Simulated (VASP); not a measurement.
Set up this calculation in VASP 6.6.1, as the native input.

- Task: single point
- Functional: PBEsol
- Potentials or basis: VASP PAW PBE potentials, release 64 (N)
- Cutoff: 600 eV
- k mesh: 3 × 3 × 3
- Occupations: fermi-dirac, width 0.02 eV
- Spin: no spin polarisation
- Dipole correction: no
- Further INCAR settings: ALGO = Normal; EDIFF = 1e-06; NBANDS = 18

The structure of N lies in POSCAR:

```
N
1.0
    3.0639086139      0.0000000000      0.0000000000
    0.0000000000      3.0639086139      0.0000000000
    0.0000000000      0.0000000000      3.0639086139
N
4
Direct
    0.3749992192      0.8749992192      0.6250007808
    0.8749992192      0.6250007808      0.3749992192
    0.1250007808      0.1250007808      0.1250007808
    0.6250007808      0.3749992192      0.8749992192
```

The input as run:

INCAR

```
ALGO     = Normal         # electronic algorithm
EDIFF    = 1E-6           # SCF threshold, eV
ENCUT    = 600            # plane-wave cutoff, eV
GGA      = PS             # functional
GGA_COMPAT= F            
ISIF     = 2              # what is computed and relaxed
ISMEAR   = -1             # smearing method
LASPH    = T              # aspherical terms in the spheres
LCHARG   = F              # write CHGCAR
LREAL    = F              # projectors in reciprocal space
LWAVE    = F              # write WAVECAR
NBANDS   = 18             # bands
NELM     = 120            # most SCF steps
PREC     = Accurate       # precision mode
SIGMA    = 0.02           # smearing width, eV
```

KPOINTS

```
k-points
0
Gamma
  3 3 3
```

Potentials or basis: VASP PAW PBE potentials, release 64 (N).

Launch:

```console
$ cat potpaw_PBE.64/N/POTCAR > POTCAR
$ mpirun -np 1 vasp_std > vasp.out
```

It gave:

```
Pressure               : -0.4 GPa
Band gap on the k mesh : zero (band 10 reaches 7.63 eV, above the bottom of band 11 at 5.88 eV)
```

Caveat: the k points lie up to 0.68 Å⁻¹ apart; the PAW data sets were made with another functional, which shifts forces and pressure a little.

Run time: 2.9 s on 1 thread of AMD EPYC 7R43 64-Core Processor (Zen 3) (shared host), peak memory 0.09 GiB.
